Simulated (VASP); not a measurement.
Set up this calculation in VASP 6.6.1, as the native input.

```yaml
Task: relaxation of cell and atoms
Functional: PBE
Potentials_or_basis: VASP PAW PBE potentials, release 64 (V_sv)
Cutoff: 600 eV
k_mesh: 8 × 8 × 8
Occupations: gaussian, width 0.1 eV
Spin: no spin polarisation
Dipole_correction: no
Further_INCAR_settings: ALGO = Normal; EDIFF = 1e-07; IBRION = 2; EDIFFG = -0.04; NSW = 90; ISIF = 3
```

The structure of V lies in POSCAR:

```
V
1.0
   -1.3336029348      1.3336029348      2.0288823175
    1.3336029348     -1.3336029348      2.0288823175
    1.3336029348      1.3336029348     -2.0288823175
V
1
Direct
    0.0000000000      0.0000000000      0.0000000000
```

These files were run (other wordings do the same):

INCAR

```
SYSTEM = V
PREC = Accurate
ENCUT = 600
EDIFF = 1E-7
ISMEAR = 0
SIGMA = 0.1
LREAL = .False.
LASPH = .True.
NELM = 80
ALGO = Normal
ISIF = 3
LWAVE = .False.
LCHARG = .False.
GGA = PE
IBRION = 2
NSW = 90
EDIFFG = -0.04
```

KPOINTS

```
regular mesh
0
Gamma
  8 8 8
  0 0 0
```

Potentials or basis: VASP PAW PBE potentials, release 64 (V_sv).

Run with:

```bash
$ cat potpaw_PBE.64/V_sv/POTCAR > POTCAR
$ mpirun -np 1 vasp_std > vasp.out
```

Results of the run:

* Relaxed volume: 13.63 Å³/atom
* Relaxed cell: a = 2.838 Å, b = 2.838 Å, c = 2.838 Å, α = 128.46°, β = 128.46°, γ = 75.87°
* Space group after relaxing (to 0.05 Å): I4/mmm (No. 139)
* Energy gained by relaxing: 134.3 meV/atom
* Ionic steps: 8
* Pressure after relaxing: -0.1 GPa

Caveat: the k points lie up to 0.45 Å⁻¹ apart in the final cell.

Run time: 32 s on 1 thread of Intel(R) Xeon(R) Platinum 8488C (Sapphire Rapids), with other jobs on the host, peak memory 0.15 GiB.
